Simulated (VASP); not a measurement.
A run of VASP 6.6.1 is set up as follows.

Contents of INCAR:

```
SYSTEM = La
PREC     = Accurate       ! precision mode
ENCUT    = 600            ! plane-wave cutoff, eV
EDIFF    = 1E-6           ! SCF threshold, eV
ISMEAR   = 1              ! smearing method
SIGMA    = 0.1            ! smearing width, eV
LREAL    = .False.        ! projectors in reciprocal space
LASPH    = .True.         ! aspherical terms in the spheres
NELM     = 100            ! most SCF steps
ALGO     = Normal         ! electronic algorithm
ISIF     = 3              ! what is computed and relaxed
LWAVE    = .False.        ! write WAVECAR
LCHARG   = .False.        ! write CHGCAR
GGA      = PS             ! functional
IBRION   = 2              ! ionic algorithm
NSW      = 80             ! ionic steps
EDIFFG   = -0.03          ! ionic threshold
PSTRESS  = 50.0
```

Contents of KPOINTS:

```
Automatic mesh
0
Gamma
  5 5 5
  0 0 0
```

POSCAR

```
La
1.0
    3.4500000000      0.0000000000      0.0000000000
    0.0000000000      3.4500000000      0.0000000000
    0.0000000000      0.0000000000      3.4500000000
La
1
Direct
    0.0000000000      0.0000000000      0.0000000000
```

Potentials or basis: VASP PAW PBE potentials, release 64 (La).

The run is started by

```sh
$ cat potpaw_PBE.64/La/POTCAR > POTCAR
$ mpirun -np 1 vasp_std > vasp.out
```

Task: Estimate the relaxed volume.

Result: 30.02 Å³/atom.

Task: Estimate the relaxed cell.

Result: a = 3.108 Å, b = 3.108 Å, c = 3.108 Å, α = 90.00°, β = 90.00°, γ = 90.00°.

Step by step:
| step | energy change (eV) | largest force (eV/Å) | pressure (GPa) | volume (Å³) |
| --- | --- | --- | --- | --- |
| 1 | 0.0000 | 0.0000 | -4.40 | 41.06 |
| 2 | 0.0023 | 0.0000 | 8.55 | 28.34 |
| 3 | -0.0690 | 0.0000 | 5.04 | 30.02 |

Caveat: the k points lie up to 0.40 Å⁻¹ apart in the final cell; the cell is relaxed towards a set pressure, so the enthalpy falls and the energy may rise; the volume moved by over 15 % at a fixed basis, so the end points are rough; the PAW data sets were made with another functional, which shifts forces and pressure a little.
